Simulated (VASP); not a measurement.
# Mo (Fm-3m) in VASP: further runs, part 2 of 2

VASP 6.6.1. The steps go on from the part before.

## Step 3: Single point, BLYP, non-collinear spin, zero start, spin-orbit coupling (volume scaled by 1.02)

File INCAR:

```
PREC = Accurate
ENCUT = 520
EDIFF = 1E-6
ISMEAR = -1
SIGMA = 0.05
LREAL = F
LASPH = T
NELM = 150
ALGO = Normal
ISIF = 2
LWAVE = F
LCHARG = T
MAGMOM = 0 0 0
LORBIT = 11
LSORBIT = T
GGA_COMPAT = F
LORBMOM = T
LMAXMIX = 4
GGA = B5
ALDAX = 1.0
AGGAX = 1.0
AGGAC = 1.0
ALDAC = 0.0
LVHAR = T
NBANDS = 25
```

File KPOINTS:

```
Automatic mesh
0
Gamma
  8 8 8
```

File POSCAR:

```
Mo
1.0
    0.0000000000      2.0283447598      2.0283447598
    2.0283447598      0.0000000000      2.0283447598
    2.0283447598      2.0283447598      0.0000000000
Mo
1
Direct
    0.0000000000      0.0000000000      0.0000000000
```

Potentials or basis: VASP PAW PBE potentials, release 64 (Mo_sv).

Started as:

```console
cat potpaw_PBE.64/Mo_sv/POTCAR > POTCAR
mpirun -np 1 vasp_ncl > vasp.out
```

OUTCAR:

```text
PREC = Accurate
   ENCUT = 520
   EDIFF = 1E-6
   ISMEAR = -1
   LREAL = F
   LASPH = T
   NELM = 150
   ISIF = 2
   LORBIT = 11
   LSORBIT = T
   GGA = B5

 ion  position               nearest neighbor table
   1  0.000  0.000  0.000-

  LATTYP: Found a face centered cubic cell.
 ALAT       =     4.0566895196

  Lattice vectors:

 A1 = (   0.0000000000,   2.0283447598,   2.0283447598)
 A2 = (   2.0283447598,   0.0000000000,   2.0283447598)
 A3 = (   2.0283447598,   2.0283447598,   0.0000000000)

Analysis of symmetry for initial positions (statically):
=====================================================================
 Subroutine PRICEL returns:
 Original cell was already a primitive cell.

 Routine SETGRP: Setting up the symmetry group for a
 face centered cubic supercell.

 Subroutine GETGRP returns: Found 48 space group operations
 (whereof 48 operations were pure point group operations)
 out of a pool of 48 trial point group operations.

The static configuration has the point symmetry O_h .

Analysis of symmetry for dynamics (positions and initial velocities):
=====================================================================
 Subroutine PRICEL returns:
 Original cell was already a primitive cell.

 Routine SETGRP: Setting up the symmetry group for a
 face centered cubic supercell.

 Subroutine GETGRP returns: Found 48 space group operations
 (whereof 48 operations were pure point group operations)
 out of a pool of 48 trial point group operations.

The dynamic configuration has the point symmetry O_h .

Analysis of structural, dynamic, and magnetic symmetry:
=====================================================================
 Subroutine PRICEL returns:
 Original cell was already a primitive cell.

 Routine SETGRP: Setting up the symmetry group for a
 face centered cubic supercell.

 Subroutine GETGRP returns: Found 48 space group operations
 (whereof 48 operations were pure point group operations)
 out of a pool of 48 trial point group operations.

[... 837 lines left out ...]
  in kB        3.2451965      3.2451965      3.2451965     -0.0000000     -0.0000000      0.0000000
  external PRESSURE =       3.2451965 kB  Pullay stress =       0.0000000 kB

 VOLUME and BASIS-vectors are now :
 -----------------------------------------------------------------------------
  energy-cutoff  :      520.00
  volume of cell :       16.69
      direct lattice vectors                 reciprocal lattice vectors
     0.000000000  2.028344760  2.028344760    -0.246506417  0.246506417  0.246506417
     2.028344760  0.000000000  2.028344760     0.246506417 -0.246506417  0.246506417
     2.028344760  2.028344760  0.000000000     0.246506417  0.246506417 -0.246506417

 POSITION                                       TOTAL-FORCE (eV/Angst)
 -----------------------------------------------------------------------------------
      0.00000      0.00000      0.00000         0.000000      0.000000      0.000000
 -----------------------------------------------------------------------------------
    total drift:                               -0.000000      0.000000     -0.000000

  FREE ENERGIE OF THE ION-ELECTRON SYSTEM (eV)
  ---------------------------------------------------
  free  energy   TOTEN  =        -9.2172044676 eV

  energy  without entropy=       -9.2035700313  energy(sigma->0) =       -9.21038725

 orbital moment (x)

 # of ion     p       d       tot
 ----------------------------------------
  1         0.000  -0.000  -0.000
 ----------------------------------------
            0.000  -0.000  -0.000

 orbital moment (y)

 # of ion     p       d       tot
 ----------------------------------------
  1         0.000   0.000   0.000
 ----------------------------------------
            0.000   0.000   0.000

 orbital moment (z)

 # of ion     p       d       tot
 ----------------------------------------
  1         0.000   0.000   0.000
 ----------------------------------------
            0.000   0.000   0.000

 Spin-Orbit-Coupling matrix elements

 Ion:    1  E_soc:     -0.2152760
 l=   1
     0.0000000    -0.0303733    -0.0303733
    -0.0303733     0.0000000    -0.0303733
    -0.0303733    -0.0303733     0.0000000
 l=   2
     0.0000000    -0.0012139     0.0000000    -0.0012139    -0.0042922
    -0.0012139     0.0000000    -0.0032191    -0.0012139    -0.0010730
     0.0000000    -0.0032191     0.0000000    -0.0032191     0.0000000
    -0.0012139    -0.0012139    -0.0032191     0.0000000    -0.0010730
    -0.0042922    -0.0010730     0.0000000    -0.0010730     0.0000000
 l=   3
     0.0000000     0.0000000     0.0000000     0.0000000     0.0000000     0.0000000     0.0000000
     0.0000000     0.0000000     0.0000000     0.0000000     0.0000000     0.0000000     0.0000000
     0.0000000     0.0000000     0.0000000     0.0000000     0.0000000     0.0000000     0.0000000
     0.0000000     0.0000000     0.0000000     0.0000000     0.0000000     0.0000000     0.0000000
     0.0000000     0.0000000     0.0000000     0.0000000     0.0000000     0.0000000     0.0000000
     0.0000000     0.0000000     0.0000000     0.0000000     0.0000000     0.0000000     0.0000000
     0.0000000     0.0000000     0.0000000     0.0000000     0.0000000     0.0000000     0.0000000

 total charge

# of ion       s       p       d       tot
------------------------------------------
    1        2.373   6.152   3.941  12.466

 magnetization (x)

# of ion       s       p       d       tot
------------------------------------------
    1       -0.000   0.000   0.000   0.000

 magnetization (y)

# of ion       s       p       d       tot
------------------------------------------
    1       -0.000   0.000   0.000   0.000

 magnetization (z)

# of ion       s       p       d       tot
------------------------------------------
    1        0.000   0.000  -0.000  -0.000
```

stdout:

```text
POSCAR found type information on POSCAR Mo
 POSCAR found :  1 types and       1 ions
 scaLAPACK will be used
 -----------------------------------------------------------------------------
|                                                                             |
|                                                                             |
|     You enforced a specific xc type in the INCAR file but a different       |
|     I HOPE YOU KNOW WHAT YOU ARE DOING!                                     |
|                                                                             |
 -----------------------------------------------------------------------------

 LDA part: xc-table for (Slater(with rela. corr.)+VWN5), standard interpolation
 POSCAR, INCAR and KPOINTS ok, starting setup
 FFT: planning ... GRIDC
 FFT: planning ... GRID_SOFT
 FFT: planning ... GRID
 WAVECAR not read
 entering main loop
```

Run time: 28 s. Hardware: 1 thread of Intel Xeon Platinum 8259CL at 2.50GHz (Skylake/Cascade Lake), shared host; peak memory 0.19 GiB.

Results:

```yaml
Free_energy: -9.2172 eV
Pressure: 0.3 GPa
Net_moment: 0.00 μB per cell
Valence_electrons_inside_the_program's_atomic_spheres: Mo 12.47
```

Moments on the atoms (μB; x, y, z):
```
Mo  0.00 0.00 0.00
```

Caveat: the cell differs from its parent crystal (volume scaled by 1.02); the PAW data sets were made with another functional, which shifts forces and pressure a little.

## Step 4: Single point, BLYP+D4, non-collinear spin, zero start, spin-orbit coupling (volume scaled by 1.04)

File INCAR:

```
PREC     = Accurate       # precision mode
ENCUT    = 520            # plane-wave cutoff, eV
EDIFF    = 1E-6           # SCF threshold, eV
ISMEAR   = 0              # smearing method
SIGMA    = 0.15           # smearing width, eV
LREAL    = F              # projectors in reciprocal space
LASPH    = T              # aspherical terms in the spheres
NELM     = 150            # most SCF steps
ALGO     = Normal         # electronic algorithm
ISIF     = 2              # what is computed and relaxed
LWAVE    = F              # write WAVECAR
LCHARG   = T              # write CHGCAR
MAGMOM   = 0 0 0          # initial moments
LORBIT   = 11             # projections on sites
LSORBIT  = T              # spin-orbit coupling
GGA_COMPAT= F            
LORBMOM  = T            
LMAXMIX  = 4              # l up to which the mixer works
GGA      = B5             # functional
ALDAX    = 1.0          
AGGAX    = 1.0          
AGGAC    = 1.0          
ALDAC    = 0.0          
IVDW     = 13             # dispersion correction
VDW_S6   = 1.0          
VDW_S8   = 2.34076671   
VDW_A1   = 0.44488865   
VDW_A2   = 4.0933009    
LVHAR    = T            
NBANDS   = 25             # bands
```

File KPOINTS:

```
regular mesh
0
Gamma
  8 8 8
```

File POSCAR:

```
Mo
1.0
    0.0000000000      2.0415161987      2.0415161987
    2.0415161987      0.0000000000      2.0415161987
    2.0415161987      2.0415161987      0.0000000000
Mo
1
Direct
    0.0000000000      0.0000000000      0.0000000000
```

Started as:

```console
cat potpaw_PBE.64/Mo_sv/POTCAR > POTCAR
mpirun -np 1 vasp_ncl > vasp.out
```

It took 28 s on 1 thread of Intel Xeon Platinum 8259CL at 2.50GHz (Skylake/Cascade Lake), shared host; peak memory 0.2 GiB.

It converged, with:

```yaml
Free_energy: -10.2873 eV
Pressure: -13.6 GPa
Net_moment: 0.00 μB per cell
Valence_electrons_inside_the_program's_atomic_spheres: Mo 12.43
Dispersion_energy_per_atom: -1.071 eV
```

Moments on the atoms (μB; x, y, z):
```
Mo  0.00 0.00 0.00
```

Caveat: the cell differs from its parent crystal (volume scaled by 1.04); the PAW data sets were made with another functional, which shifts forces and pressure a little.

## Step 5: Single point, BLYP, non-collinear spin, zero start, spin-orbit coupling (volume scaled by 1.04)

File INCAR:

```
PREC = Accurate ; ENCUT = 520
EDIFF = 1E-7 ; ISMEAR = -1
SIGMA = 0.05 ; LREAL = F
LASPH = T ; NELM = 150
ALGO = Normal ; ISIF = 2
LWAVE = F ; LCHARG = T
MAGMOM = 0 0 0 ; LORBIT = 11
LSORBIT = T ; GGA_COMPAT = F
LORBMOM = T ; LMAXMIX = 4
GGA = B5 ; ALDAX = 1.0
AGGAX = 1.0 ; AGGAC = 1.0
ALDAC = 0.0 ; LVHAR = T
NBANDS = 25
```

KPOINTS is that of step 4.

POSCAR is that of step 4.

Started as:

```console
cat potpaw_PBE.64/Mo_sv/POTCAR > POTCAR
mpirun -np 1 vasp_ncl > vasp.out
```

Run time: 29 s. Hardware: 1 thread of Intel Xeon Platinum 8259CL at 2.50GHz (Skylake/Cascade Lake), shared host; peak memory 0.19 GiB.

Results (log left out):

* Free energy: -9.2139 eV
* Pressure: -3.6 GPa
* Net moment: 0.00 μB per cell
* Valence electrons inside the program's atomic spheres: Mo 12.43

Moments on the atoms (μB; x, y, z):
```
Mo  0.00 0.00 0.00
```

Caveat: the cell differs from its parent crystal (volume scaled by 1.04); the PAW data sets were made with another functional, which shifts forces and pressure a little.

## Step 6: Single point, BLYP+D3(BJ), non-collinear spin, zero start, spin-orbit coupling

This run uses another cell than the first one, of 15.38 Å³/atom, 0.922 times its volume.

File INCAR:

```
  PREC = Accurate
  ENCUT = 520
  EDIFF = 1E-6
  ISMEAR = -1
  SIGMA = 0.05
  LREAL = F
  LASPH = T
  NELM = 150
  ALGO = Fast
  ISIF = 2
  LWAVE = F
  LCHARG = F
  LNONCOLLINEAR = T
  MAGMOM = 0 0 0
  LORBIT = 11
  LSORBIT = T
  GGA_COMPAT = F
  LORBMOM = T
  LMAXMIX = 4
  GGA = B5
  ALDAX = 1.0
  AGGAX = 1.0
  AGGAC = 1.0
  ALDAC = 0.0
  IVDW = 12
  NBANDS = 25
  VDW_S6 = 1.0
  VDW_S8 = 2.6996
  VDW_A1 = 0.4298
  VDW_A2 = 4.2359
```

File KPOINTS:

```
Automatic mesh
0
Gamma
  11 11 11
```

File POSCAR:

```
Mo
1.0
    0.0000000000      1.9738660091      1.9738660091
    1.9738660091      0.0000000000      1.9738660091
    1.9738660091      1.9738660091      0.0000000000
Mo
1
Direct
    0.0000000000      0.0000000000      0.0000000000
```

Potentials or basis: VASP PAW PBE potentials, release 64 (Mo_sv).

Started as:

```console
cat potpaw_PBE.64/Mo_sv/POTCAR > POTCAR
mpirun -np 1 vasp_ncl > vasp.out
```

Wall time 51 s (1 thread of Intel Xeon Platinum 8375C at 2.90GHz (Ice Lake), shared host); peak memory 0.21 GiB.

Results (log left out):

```
Free energy                                           : -10.8449 eV
Pressure                                              : 2.5 GPa
Net moment                                            : 0.00 μB per cell
Valence electrons inside the program's atomic spheres : Mo 12.64
Dispersion energy per atom                            : -1.714 eV
```

Moments on the atoms (μB; x, y, z):
```
Mo  0.00 0.00 0.00
```

Caveat: three body term missing; the PAW data sets were made with another functional, which shifts forces and pressure a little.

## Step 7: The runs side by side

| level | cell | k mesh | smearing | pressure (GPa) | moment (μB) |
| --- | --- | --- | --- | --- | --- |
| BLYP+D4 | a = 2.869 Å, angles 60.0°, 1 atom | 8 × 8 × 8 | gaussian 0.15 eV | -10.1 | 0.00 |
| BLYP | a = 2.869 Å, angles 60.0°, 1 atom | 8 × 8 × 8 | fermi-dirac 0.05 eV | 0.3 | 0.00 |
| BLYP+D4 | a = 2.887 Å, angles 60.0°, 1 atom | 8 × 8 × 8 | gaussian 0.15 eV | -13.6 | 0.00 |
| BLYP | a = 2.887 Å, angles 60.0°, 1 atom | 8 × 8 × 8 | fermi-dirac 0.05 eV | -3.6 | 0.00 |
| BLYP+D3(BJ) | a = 2.791 Å, angles 60.0°, 1 atom | 11 × 11 × 11 | fermi-dirac 0.05 eV | 2.5 | 0.00 |

Alike in all rows: task single point; potentials or basis VASP PAW PBE potentials, release 64 (Mo_sv); spin non-collinear, zero start, SOC; cutoff (eV) 520.

Caveats: the PAW data sets were made with another functional, which shifts forces and pressure a little; three body term missing (some runs).

Total energies depend on the potentials used, so only differences within one code and one set of settings carry meaning.
